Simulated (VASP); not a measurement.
Wanted: the native input for a VASP 6.6.1 run.

```yaml
Task: single point
Functional: PBEsol
Potentials_or_basis: VASP PAW PBE potentials, release 64 (Co_sv)
Cutoff: 600 eV
k_mesh: 13 × 13 × 7
Occupations: fermi-dirac, width 0.1 eV
Spin: no spin polarisation
Dipole_correction: no
Second_run: valence_matched
Further_INCAR_settings: ALGO = Normal; EDIFF = 1e-06; NBANDS = 24
```

The structure of Co lies in POSCAR:

```
Co
1.0
    2.4873648700      0.0000000000      0.0000000000
   -1.2436824400      2.1541211700      0.0000000000
    0.0000000000      0.0000000000      4.0632895000
Co
2
Direct
    0.6666666667      0.3333333333      0.2598610000
    0.3333333333      0.6666666667      0.7401390000
```

The input as run:

INCAR

```
PREC = Accurate
ENCUT = 600
EDIFF = 1E-6
ISMEAR = -1
SIGMA = 0.1
LREAL = F
LASPH = T
NELM = 120
ALGO = Normal
ISIF = 2
LWAVE = F
LCHARG = F
GGA = PS
NBANDS = 24
GGA_COMPAT = F
```

KPOINTS

```
regular mesh
0
Gamma
  13 13 7
```

Potentials or basis: VASP PAW PBE potentials, release 64 (Co_sv).

Command:

```console
$ cat potpaw_PBE.64/Co_sv/POTCAR > POTCAR
$ mpirun -np 1 vasp_std > vasp.out
```

It gave:

| Quantity | Value |
| --- | --- |
| Pressure | -23.6 GPa |
| Largest force | 0.521 eV/Å |
| Band gap on the k mesh | zero (band 17 reaches 12.03 eV, above the bottom of band 18 at 10.68 eV) |

Caveat: the PAW data sets were made with another functional, which shifts forces and pressure a little; the run has no spin polarisation, though such a crystal can be magnetic.

Run time: 31 s on 1 thread of AMD EPYC 9R45 96-Core Processor (Zen 5), with other jobs on the host, peak memory 0.15 GiB.
